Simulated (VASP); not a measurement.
# Cu (P6_3/mmc) in VASP: a series of runs

The runs below take Cu through single point, relaxation of cell and atoms, with PBE.

Everything below comes from runs of VASP 6.6.1. Logs are shortened: lines on timing, memory, paths and dates and some standing lists are left out, and cuts for length are marked.

## (1) The cell of the first run

It takes space group P6_3/mmc (No. 194, hexagonal). The conventional cell has a = 2.576 Å, b = 2.576 Å, c = 4.168 Å, α = 90.00°, β = 90.00°, γ = 120.00°. Cu (site symmetry -6m2) has 12 Cu at 2.56 to 2.58 Å within 3.4 Å.

This isn't the form of Cu at room conditions, which is fcc.

## (2) Single point, PBE

The input, INCAR:

```
PREC = Accurate ; ENCUT = 520
EDIFF = 1E-6 ; ISMEAR = 0
SIGMA = 0.05 ; LREAL = F
LASPH = T ; NELM = 100
ALGO = Fast ; ISIF = 2
LWAVE = F ; LCHARG = T
GGA = PE ; LELF = T
LVHAR = T ; NBANDS = 18
```

The input, KPOINTS:

```
regular mesh
0
Gamma
  8 8 6
```

The input, POSCAR:

```
Cu
1.0
    2.5762479879      0.0000000000      0.0000000000
   -1.2881239940      2.2310962040      0.0000000000
    0.0000000000      0.0000000000      4.1676247930
Cu
2
Direct
    0.3333333333      0.6666666667      0.7500000000
    0.6666666667      0.3333333333      0.2500000000
```

Potentials or basis: VASP PAW PBE potentials, release 64 (Cu).

The run is started by

```console
cat potpaw_PBE.64/Cu/POTCAR > POTCAR
mpirun -np 1 vasp_std > vasp.out
```

OUTCAR:

```text
PREC = Accurate
   ENCUT = 520
   EDIFF = 1E-6
   ISMEAR = 0
   LREAL = F
   LASPH = T
   NELM = 100
   ISIF = 2
   GGA = PE

 ion  position               nearest neighbor table
   1  0.333  0.667  0.750-   2 2.56   2 2.56   2 2.56   2 2.56   2 2.56   2 2.56
   2  0.667  0.333  0.250-   1 2.56   1 2.56   1 2.56   1 2.56   1 2.56   1 2.56

  LATTYP: Found a hexagonal cell.
 ALAT       =     2.5762479879
 C/A-ratio  =     1.6177110327

  Lattice vectors:

 A1 = (   2.5762479879,   0.0000000000,   0.0000000000)
 A2 = (  -1.2881239940,   2.2310962040,   0.0000000000)
 A3 = (   0.0000000000,   0.0000000000,   4.1676247930)

Analysis of symmetry for initial positions (statically):
=====================================================================
 Subroutine PRICEL returns:
 Original cell was already a primitive cell.

 Routine SETGRP: Setting up the symmetry group for a
 hexagonal supercell.

 Subroutine GETGRP returns: Found 24 space group operations
 (whereof 12 operations were pure point group operations)
 out of a pool of 24 trial point group operations.

The static configuration has the point symmetry D_3d.
 The point group associated with its full space group is D_6h.

Analysis of symmetry for dynamics (positions and initial velocities):
=====================================================================
 Subroutine PRICEL returns:
 Original cell was already a primitive cell.

 Routine SETGRP: Setting up the symmetry group for a
 hexagonal supercell.

 Subroutine GETGRP returns: Found 24 space group operations
 (whereof 12 operations were pure point group operations)
 out of a pool of 24 trial point group operations.

The dynamic configuration has the point symmetry D_3d.
 The point group associated with its full space group is D_6h.

 Subroutine INISYM returns: Found 24 space group operations
 (whereof 12 operations are pure point group operations),
 and found     1 'primitive' translations

----------------------------------------------------------------------------------------

                                     Primitive cell

  volume of cell :      23.9549

  direct lattice vectors                    reciprocal lattice vectors
     2.576247988  0.000000000  0.000000000     0.388161390  0.224105083  0.000000000
    -1.288123994  2.231096204  0.000000000     0.000000000  0.448210166  0.000000000
     0.000000000  0.000000000  4.167624793     0.000000000  0.000000000  0.239944825

  length of vectors
     2.576247988  2.576247988  4.167624793     0.448210166  0.448210166  0.239944825

  position of ions in fractional coordinates (direct lattice)
     0.333333333  0.666666667  0.750000000
     0.666666667  0.333333333  0.250000000

  ion indices of the primitive-cell ions
   primitive index   ion index
                 1           1
                 2           2

----------------------------------------------------------------------------------------

 KPOINTS: regular mesh

Automatic generation of k-mesh.
 Grid dimensions read from file:
 generate k-points for:    8    8    6

 Generating k-lattice:

  Cartesian coordinates                     Fractional coordinates (reciprocal lattice)
     0.048520174  0.028013135  0.000000000     0.125000000  0.000000000  0.000000000
     0.000000000  0.056026271  0.000000000     0.000000000  0.125000000  0.000000000
     0.000000000  0.000000000  0.039990804     0.000000000  0.000000000  0.166666667

  Length of vectors
     0.056026271  0.056026271  0.039990804

  Shift w.r.t. Gamma in fractional coordinates (k-lattice)
     0.000000000  0.000000000  0.000000000

 Subroutine IBZKPT returns following result:
 ===========================================

 Found     40 irreducible k-points:

 Following reciprocal coordinates:
            Coordinates               Weight
  0.000000  0.000000  0.000000      1.000000
  0.125000  0.000000  0.000000      6.000000
  0.250000  0.000000  0.000000      6.000000
  0.375000 -0.000000  0.000000      6.000000
  0.500000  0.000000  0.000000      3.000000
  0.125000  0.125000  0.000000      6.000000
[... 16 lines left out ...]
  0.250000  0.000000  0.333333     12.000000
  0.375000 -0.000000  0.333333     12.000000
 [... further k-points ...]
   k-points           NKPTS =     40   k-points in BZ     NKDIM =     40   number of bands    NBANDS=     18
   number of dos      NEDOS =    301   number of ions     NIONS =      2
   total plane-waves  NPLWV =  12800
   dimension x,y,z NGX =    20 NGY =   20 NGZ =   32
   dimension x,y,z NGXF=    40 NGYF=   40 NGZF=   64
   ions per type =               2
   NGX,Y,Z   is equivalent  to a cutoff of  12.91, 12.91, 12.76 a.u.
   NGXF,Y,Z  is equivalent  to a cutoff of  25.81, 25.81, 25.53 a.u.
 SYSTEM =  unknown system
   PREC   = accura    normal or accurate (medium, high low for compatibility)
   ISTART =      0    job   : 0-new  1-cont  2-samecut
   ICHARG =      2    charge: 1-file 2-atom 10-const
   ISPIN  =      1    spin polarized calculation?
   LNONCOLLINEAR =      F non collinear calculations
   LSORBIT =      F    spin-orbit coupling
   LASPH  =      T    aspherical Exc in radial PAW
   ENCUT  =  520.0 eV  38.22 Ry    6.18 a.u.   4.79  4.79  7.75*2*pi/ulx,y,z
   NELM   =    100;   NELMIN=  2; NELMDL= -5     # of ELM steps
   EDIFF  = 0.1E-05   stopping-criterion for ELM
   LREAL  =      F    real-space projection
   EDIFFG = 0.1E-04   stopping-criterion for IOM
   NSW    =      0    number of steps for IOM
   IBRION =     -1    ionic relax: 0-MD 1-quasi-New 2-CG
   NFREE  =      0    steps in history (QN), initial steepest desc. (CG)
   ISIF   =      2    stress and relaxation
   ISYM   =      2    0-nonsym 1-usesym 2-fastsym
   POTIM  = 0.5000    time-step for ionic-motion
   TEBEG  =    0.0;   TEEND  =   0.0 temperature during run
   PSTRESS=    0.0 pullay stress
   NELECT =      22.0000    total number of electrons
   NUPDOWN=      -1.0000    fix difference up-down
   EMIN   =  10.00;   EMAX   =-10.00  energy-range for DOS
   EFERMI =   0.00;   METHOD = LEGACY
   ISMEAR =     0;   SIGMA  =   0.05  broadening in eV -4-tet -1-fermi 0-gaus
   EFERMI_NEDOS =   21; number of points for ismear=-14 and -15
   IALGO  =     68    algorithm
   IMIX   =      4    mixing-type and parameters
     AMIX     =   0.40;   BMIX     =  1.00
     AMIX_MAG =   1.60;   BMIX_MAG =  1.00
  volume/ion in A,a.u.               =      11.98        80.83
  Fermi-wavevector in a.u.,A,eV,Ry     =   1.591296  3.007113 34.452968  2.532222
  Thomas-Fermi vector in A             =   2.689858
   LORBIT       =      0    0 simple, 1 ext, 2 COOP (PROOUT), +10 PAW based schemes
   GGA     = PE    functional components
   LHFCALC =     F    Hartree Fock is set to
   AEXX    =    0.0000 exact exchange contribution
   IVDW    =     0    specifies the selected vdW correction
   LEPSILON=     F    determine dielectric tensor
   LRPA    =     F    only Hartree local field effects (RPA)
 non-spin polarized calculation
 RMM-DIIS sequential band-by-band and
 Gauss-broadening in eV      SIGMA  =   0.05
  energy-cutoff  :      520.00
  volume of cell :       23.95
 maximum number of plane-waves:       660
 NGX is ok and might be reduce to    20
   NGX =  9   NGY =  9   NGZ = 15

 number of electron      22.0000005 magnetization

 Free energy of the ion-electron system (eV)
  ---------------------------------------------------
  ext. energy  EPLUGINS =         0.00000000
  ---------------------------------------------------
  free energy    TOTEN  =        -7.41251114 eV

  energy without entropy =       -7.41083133  energy(sigma->0) =       -7.41167123

 E-fermi :   7.3722     XC(G=0): -12.6448

 val. band max:        7.3114424440   @ k =   0.5000   0.0000   0.1667
 cond. band min:       7.3933420296   @ k =   0.5000   0.0000   0.0000
 fundamental gap:      0.0818995856
 Fermi energy:         7.3722203782

 k-point     1 :       0.0000    0.0000    0.0000
  band No.  band energies     occupation
      1      -1.8328      2.00000
      2       2.4308      2.00000
      3       4.4541      2.00000
      4       4.4814      2.00000
      5       4.4814      2.00000
      6       4.6908      2.00000
[... 10 lines left out ...]
     17      30.4426      0.00000
     18      30.4553      0.00000

 k-point     2 :       0.1250    0.0000    0.0000
  band No.  band energies     occupation
      1      -1.3397      2.00000
      2       2.6955      2.00000
      3       4.2242      2.00000
      4       4.5880      2.00000
      5       4.6079      2.00000
      6       4.6547      2.00000
[... 10 lines left out ...]
     17      30.7216      0.00000
     18      31.8486      0.00000

 k-point     3 :       0.2500    0.0000    0.0000
  band No.  band energies     occupation
      1       0.0520      2.00000
      2       3.1516      2.00000
      3       3.7981      2.00000
      4       3.9990      2.00000
      5       4.4613      2.00000
      6       4.6281      2.00000
[... 10 lines left out ...]
     17      25.5593      0.00000
     18      27.6061      0.00000

 k-point     4 :       0.3750   -0.0000    0.0000
  band No.  band energies     occupation
      1       1.8508      2.00000
      2       3.0941      2.00000
      3       3.3132      2.00000
      4       4.1103      2.00000
      5       4.4472      2.00000
      6       4.5919      2.00000
[... 10 lines left out ...]
     17      21.2762      0.00000
     18      26.2824      0.00000

 k-point     5 :       0.5000    0.0000    0.0000
  band No.  band energies     occupation
      1       2.6623      2.00000
      2       2.9295      2.00000
      3       3.1583      2.00000
      4       4.3773      2.00000
      5       4.4134      2.00000
      6       4.5211      2.00000
[... 10 lines left out ...]
     17      20.2387      0.00000
     18      26.0341      0.00000

 k-point     6 :       0.1250    0.1250    0.0000
  band No.  band energies     occupation
      1      -0.3918      2.00000
      2       3.0968      2.00000
      3       3.9712      2.00000
      4       4.0161      2.00000
      5       4.5082      2.00000
      6       4.5858      2.00000
[... 10 lines left out ...]
     17      28.3158      0.00000
     18      28.9439      0.00000

 k-point     7 :       0.2500    0.1250    0.0000
  band No.  band energies     occupation
      1       1.2758      2.00000
      2       3.3271      2.00000
      3       3.4947      2.00000
      4       3.8171      2.00000
      5       4.3851      2.00000
      6       4.5363      2.00000
[... 10 lines left out ...]
     17      23.9952      0.00000
     18      26.5132      0.00000

 k-point     8 :       0.3750    0.1250    0.0000
  band No.  band energies     occupation
      1       2.6772      2.00000
      2       3.1350      2.00000
      3       3.2357      2.00000
      4       4.0620      2.00000
      5       4.3226      2.00000
      6       4.5222      2.00000
[... 10 lines left out ...]
     17      19.6710      0.00000
     18      25.6150      0.00000
[... 229 lines left out ...]
     17      20.3422      0.00000
     18      25.1279      0.00000

 k-point    20 :       0.3750    0.2500    0.1667
  band No.  band energies     occupation
      1       3.1539      2.00000
      2       3.4652      2.00000
      3       3.4931      2.00000
      4       3.6711      2.00000
      5       4.2345      2.00000
      6       4.4004      2.00000
[... 10 lines left out ...]
     17      21.3365      0.00000
     18      21.5113      0.00000

 k-point    21 :       0.0000    0.0000    0.3333
  band No.  band energies     occupation
      1      -0.8400      2.00000
      2       1.5450      2.00000
      3       4.2902      2.00000
      4       4.3981      2.00000
      5       4.3981      2.00000
      6       4.4657      2.00000
[... 10 lines left out ...]
     17      29.7149      0.00000
     18      29.9351      0.00000

 k-point    22 :       0.1250    0.0000    0.3333
  band No.  band energies     occupation
      1      -0.3709      2.00000
      2       1.9235      2.00000
      3       4.0281      2.00000
      4       4.2575      2.00000
      5       4.2933      2.00000
      6       4.5314      2.00000
[... 10 lines left out ...]
     17      26.9165      0.00000
     18      28.4570      0.00000

 k-point    23 :       0.2500    0.0000    0.3333
  band No.  band energies     occupation
      1       0.8977      2.00000
      2       2.7041      2.00000
      3       3.6502      2.00000
      4       4.0622      2.00000
      5       4.2648      2.00000
      6       4.6258      2.00000
[... 10 lines left out ...]
     17      25.7213      0.00000
     18      27.1171      0.00000

 k-point    24 :       0.3750   -0.0000    0.3333
  band No.  band energies     occupation
      1       2.1991      2.00000
      2       2.8904      2.00000
      3       3.5253      2.00000
      4       3.8490      2.00000
      5       4.7181      2.00000
      6       4.7231      2.00000
[... 10 lines left out ...]
     17      25.7554      0.00000
     18      25.9222      0.00000

 [... further k-points ...]

------------------------ aborting loop because EDIFF is reached ----------------------------------------

  FORCE on cell =-STRESS in cart. coord.  units (eV):
  Direction    XX          YY          ZZ          XY          YZ          ZX
  --------------------------------------------------------------------------------------
  -------------------------------------------------------------------------------------
  Total        0.1855134      0.1855134      0.1618466     -0.0000000     -0.0000000      0.0000000
  in kB       12.4077011     12.4077011     10.8247921     -0.0000000     -0.0000000      0.0000000
  external PRESSURE =      11.8800648 kB  Pullay stress =       0.0000000 kB

 VOLUME and BASIS-vectors are now :
 -----------------------------------------------------------------------------
  energy-cutoff  :      520.00
  volume of cell :       23.95
      direct lattice vectors                 reciprocal lattice vectors
     2.576247988  0.000000000  0.000000000     0.388161390  0.224105083  0.000000000
    -1.288123994  2.231096204  0.000000000     0.000000000  0.448210166  0.000000000
     0.000000000  0.000000000  4.167624793     0.000000000  0.000000000  0.239944825

 POSITION                                       TOTAL-FORCE (eV/Angst)
 -----------------------------------------------------------------------------------
     -0.00000      1.48740      3.12572         0.000000     -0.000000     -0.000000
      1.28812      0.74370      1.04191        -0.000000      0.000000      0.000000
 -----------------------------------------------------------------------------------
    total drift:                               -0.000000      0.000000     -0.000000

  FREE ENERGIE OF THE ION-ELECTRON SYSTEM (eV)
  ---------------------------------------------------
  free  energy   TOTEN  =        -7.4125111355 eV

  energy  without entropy=       -7.4108313295  energy(sigma->0) =       -7.41167123
```

It took 7.7 s on 1 thread of Intel Xeon 6975P-C (Granite Rapids), shared host; peak memory 0.14 GiB.

What came out:

```
Free energy            : -7.4125 eV
Pressure               : 1.2 GPa
Band gap on the k mesh : zero (bands 11 and 12 overlap by 4.97 eV)
```

(Continued in part 2 of 2.)
